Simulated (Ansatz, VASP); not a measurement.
# Two plane-wave programs on Al3InAs4

File INCAR:

```
ALGO = Normal
EDIFF = 1E-7
ENCUT = 520
GGA = PE
ISIF = 2
ISMEAR = 0
LASPH = True
LCHARG = False
LREAL = False
LWAVE = False
NBANDS = 31
NELM = 60
PREC = Accurate
SIGMA = 0.1
```

The input KPOINTS:

```
k-points
0
Gamma
  4 4 4
```

Contents of POSCAR:

```
Al3InAs4
1.0
    5.8354873000      0.0000000000      0.0000000000
    0.0000000000      5.8354873000      0.0000000000
    0.0000000000      0.0000000000      5.8354873000
Al In As
3 1 4
Direct
    0.5000000000      0.0000000000      0.0000000000
    0.0000000000      0.0000000000      0.5000000000
    0.0000000000      0.5000000000      0.0000000000
    0.5000000000      0.5000000000      0.5000000000
    0.7606310000      0.2393690000      0.7606310000
    0.7606310000      0.7606310000      0.2393690000
    0.2393690000      0.2393690000      0.2393690000
    0.2393690000      0.7606310000      0.7606310000
```

Input for Ansatz:

```yaml
crystal:
  lattice:
    - [5.8354873, 0.0, 0.0]
    - [0.0, 5.8354873, 0.0]
    - [0.0, 0.0, 5.8354873]
  atoms:
    - { symbol: Al, position: [0.5, 0.0, 0.0] }
    - { symbol: Al, position: [0.0, 0.0, 0.5] }
    - { symbol: Al, position: [0.0, 0.5, 0.0] }
    - { symbol: In, position: [0.5, 0.5, 0.5] }
    - { symbol: As, position: [0.760631, 0.239369, 0.760631] }
    - { symbol: As, position: [0.760631, 0.760631, 0.239369] }
    - { symbol: As, position: [0.239369, 0.239369, 0.239369] }
    - { symbol: As, position: [0.239369, 0.760631, 0.760631] }
basis:
  ecutwfc: 420
kpoints:
  mp_grid: { grid: [4, 4, 4] }
hamiltonian:
  xc: pbe
scf:
  occupations: { method: gaussian, width: 0.1 }
  lower_state_search: "off"
output:
  forces: true
  stress: true
  eigenvalues: true
```

Alike in both runs: task single point; functional PBE; k mesh 4 × 4 × 4; occupations gaussian, width 0.1 eV; no spin polarisation.

```csv
,VASP,Ansatz
version,VASP 6.6.1,Ansatz 0.2.0
potentials or method,"VASP PAW PBE potentials, release 64 (Al, In_d, As), cutoff 520 eV","scalar-relativistic, plane waves, PAW"
valence electrons in the cell,42,82
```

Ansatz gave:

```
gap on the k mesh at the Fermi level (eV) : 1.16
least direct gap on the mesh (eV)         : 1.16
pressure (GPa)                            : 0.0
rms of the force components (eV/Å)        : 0.005
```

What did VASP give for the same quantities?

gap on the k mesh at the Fermi level (eV): 1.16; least direct gap on the mesh (eV): 1.16; pressure (GPa): 0.1; rms of the force components (eV/Å): 0.003.

Atom by atom the forces differ by 0.001 eV/Å (rms over components). With one functional, cell and mesh, what is left measures potentials, basis and numerics. VASP's potentials hold 42 valence electrons a cell and Ansatz's 82, so a difference there can come from the potentials and not from the codes.
